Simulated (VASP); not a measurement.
## LiH: single point with PBE

The system is LiH.

```
Li H
1.0
     0.00000    2.02324    2.02324
     2.02324    0.00000    2.02324
     2.02324    2.02324    0.00000
Li H
1 1
Cartesian
  0.0000 0.0000 0.0000
  2.0232 2.0232 2.0232
```

This cell differs from its parent crystal: volume changed by +3%.

```json
{"Program": "VASP 6.6.1", "Task": "single point", "Functional": "PBE", "Potentials or basis": "VASP PAW PBE potentials, release 64 (Li_sv, H)", "Cutoff": "750 eV", "k mesh": "10 × 10 × 10", "Occupations": "gaussian, width 0.01 eV", "Spin": "no spin polarisation", "Dipole correction": "no", "Further INCAR settings": "ALGO = Normal; EDIFF = 1e-06; NBANDS = 9"}
```

| Quantity | Value |
| --- | --- |
| Pressure | -1.2 GPa |
| Band gap on the k mesh | 3.00 eV, direct |

Levels at points of the mesh, in eV from the valence-band top:
```csv
k point,band 1,band 2,band 3,band 4,band 5,band 6,band 7
"(0.00, 0.00, 0.00)",-44.31,-5.33,15.72,17.61,17.61,17.61,22.27
"(0.50, 0.00, 0.00)",-44.27,-2.55,4.84,13.42,16.25,16.25,18.80
"(0.50, 0.50, 0.00)",-44.25,0.00,3.00,10.68,10.68,13.81,16.85
```

It took 22 s on 1 thread of Intel Xeon 8259CL, on a shared host, peak memory 0.15 GiB.

 A k mesh can miss the band edges.
